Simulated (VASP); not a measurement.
Write the native input for VASP 6.6.1 that does the following.

```
Task                   : relaxation of cell and atoms
Functional             : r2SCAN
Potentials or basis    : VASP PAW PBE potentials, release 64 (Ag)
Cutoff                 : 600 eV
k mesh                 : 8 × 8 × 8
Occupations            : fermi-dirac, width 0.1 eV
Spin                   : no spin polarisation
Dipole correction      : no
Further INCAR settings : ALGO = Normal; EDIFF = 1e-06; IBRION = 2; EDIFFG = -0.02; NSW = 80; ISIF = 3
```

The system is Ag.

```
Ag
1.0
     0.00000    2.81000    2.81000
     2.81000    0.00000    2.81000
     2.81000    2.81000    0.00000
Ag
2
Cartesian
  0.0000 0.0000 0.0000
  1.4050 1.4050 1.4050
```

These files were run (other wordings do the same):

POSCAR

```
Ag
1.0
    0.0000000000      2.8100000000      2.8100000000
    2.8100000000      0.0000000000      2.8100000000
    2.8100000000      2.8100000000      0.0000000000
Ag
2
Direct
    0.0000000000      0.0000000000      0.0000000000
    0.2500000000      0.2500000000      0.2500000000
```

INCAR.step1

```
PREC = Accurate
ENCUT = 600
ISMEAR = -1
SIGMA = 0.1
LREAL = False
LASPH = True
NELM = 60
GGA = PE
ALGO = Normal
EDIFF = 1E-4
LWAVE = True
LCHARG = False
```

INCAR.step2

```
PREC = Accurate
ENCUT = 600
EDIFF = 1E-6
ISMEAR = -1
SIGMA = 0.1
LREAL = False
LASPH = True
NELM = 60
ALGO = Normal
ISIF = 3
LWAVE = False
LCHARG = False
METAGGA = R2SCAN
LMIXTAU = True
IBRION = 2
NSW = 80
EDIFFG = -0.02
ISTART = 1
```

KPOINTS

```
Automatic mesh
0
Gamma
  8 8 8
```

Potentials or basis: VASP PAW PBE potentials, release 64 (Ag).

The run is started by

```console
$ cat potpaw_PBE.64/Ag/POTCAR > POTCAR
$ cp INCAR.step1 INCAR
$ mpirun -np 1 vasp_std > vasp.out
$ cp INCAR.step2 INCAR
$ mpirun -np 1 vasp_std > vasp.out
```

It gave:

```json
{"Relaxed volume": "28.38 Å³/atom", "Relaxed cell": "a = 4.314 Å, b = 4.314 Å, c = 4.314 Å, α = 60.00°, β = 60.00°, γ = 60.00°", "Space group after relaxing (to 0.05 Å)": "Fd-3m (No. 227)", "Energy gained by relaxing": "274.2 meV/atom", "Ionic steps": "4", "Pressure after relaxing": "-0.1 GPa", "Band gap on the k mesh": "zero (band 11 reaches 3.57 eV, above the bottom of band 12 at 2.36 eV)"}
```

Caveat: the volume moved by over 15 % at a fixed basis, so the end points are rough; the PAW data sets were made with another functional, which shifts forces and pressure a little.

Run time: 110 s on 1 thread of Intel(R) Xeon(R) 6975P-C (Granite Rapids), with other jobs on the host, peak memory 0.2 GiB.
